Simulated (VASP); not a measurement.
A run of VASP 6.6.1 is set up as follows.

Contents of INCAR:

```
PREC = Accurate
ENCUT = 520
EDIFF = 1E-6
ISMEAR = -1
SIGMA = 0.05
LREAL = F
LASPH = T
NELM = 60
ALGO = Normal
ISIF = 2
LWAVE = F
LCHARG = F
GGA = PE
NBANDS = 26
```

Contents of KPOINTS:

```
regular mesh
0
Gamma
  8 8 8
```

POSCAR

```
LiCuAuO2
1.0
    1.6044554762      0.9263328011      6.4188160000
   -1.6044554762      0.9263328011      6.4188160000
    0.0000000000     -1.8526656021      6.4188160000
Au Cu O Li
1 1 2 1
Direct
    0.9917940000      0.9917940000      0.9917940000
    0.5158030000      0.5158030000      0.5158030000
    0.1009220000      0.1009220000      0.1009220000
    0.8842220000      0.8842220000      0.8842220000
    0.7572590000      0.7572590000      0.7572590000
```

Potentials or basis: VASP PAW PBE potentials, release 64 (Au, Cu, O, Li_sv).

Launch:

```console
$ cat potpaw_PBE.64/Au/POTCAR potpaw_PBE.64/Cu/POTCAR potpaw_PBE.64/O/POTCAR potpaw_PBE.64/Li_sv/POTCAR > POTCAR
$ mpirun -np 1 vasp_std > vasp.out
```

Problem. What does it give for the band gap on the k mesh?

Solution. Zero (an odd number of electrons rules out a gap without spin polarisation).

Problem. Estimate the largest force.

Solution. 0.267 eV/Å.

Forces in eV/Å, atoms in the order of the input:
```
Au   0.000  0.000 -0.027
Cu   0.000  0.000  0.117
O    0.000  0.000 -0.267
O    0.000  0.000  0.175
Li   0.000  0.000  0.002
```

Caveat: spin-orbit coupling is left out, which moves the levels of the heavy elements; an odd number of electrons without spin polarisation forces a metal; a magnetic or distorted state may lie lower. With open d or f shells a metallic result of PBE can be an artefact of self-interaction; +U or a hybrid may open a gap.
